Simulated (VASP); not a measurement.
Here is a VASP 6.6.1 calculation.

File INCAR:

```
SYSTEM = AlN
PREC = Accurate
ENCUT = 520
EDIFF = 1E-6
ISMEAR = 0
SIGMA = 0.05
LREAL = .False.
LASPH = .True.
NELM = 80
ALGO = Normal
ISIF = 2
LWAVE = .False.
LCHARG = .False.
GGA = PE
NBANDS = 16
```

KPOINTS

```
regular mesh
0
Gamma
  9 9 6
  0 0 0
```

The input POSCAR:

```
AlN
1.0
    3.6433273160      0.0000000000      0.0000000000
   -1.8216636580      3.1552140100      0.0000000000
    0.0000000000      0.0000000000      4.1875630000
Al N
2 2
Direct
    0.3333333333      0.6666666667      0.7500000000
    0.6666666667      0.3333333333      0.2500000000
    0.3333333333      0.6666666667      0.2500000000
    0.6666666667      0.3333333333      0.7500000000
```

Potentials or basis: VASP PAW PBE potentials, release 64 (Al, N).

Command:

```bash
$ cat potpaw_PBE.64/Al/POTCAR potpaw_PBE.64/N/POTCAR > POTCAR
$ mpirun -np 1 vasp_std > vasp.out
```

Question: Estimate the band gap on the k mesh.

Answer: 2.29 eV, direct.

Question: What does it give for the pressure?

Answer: -26.6 GPa.

Stress tensor (GPa, compression positive):
```
-29.02   0.00   0.00
  0.00 -29.02   0.00
  0.00   0.00 -21.62
```

Caveat: the cell differs from its parent crystal (strain +0.1000 x Voigt [1, 1, 0, 0, 0, 0]).
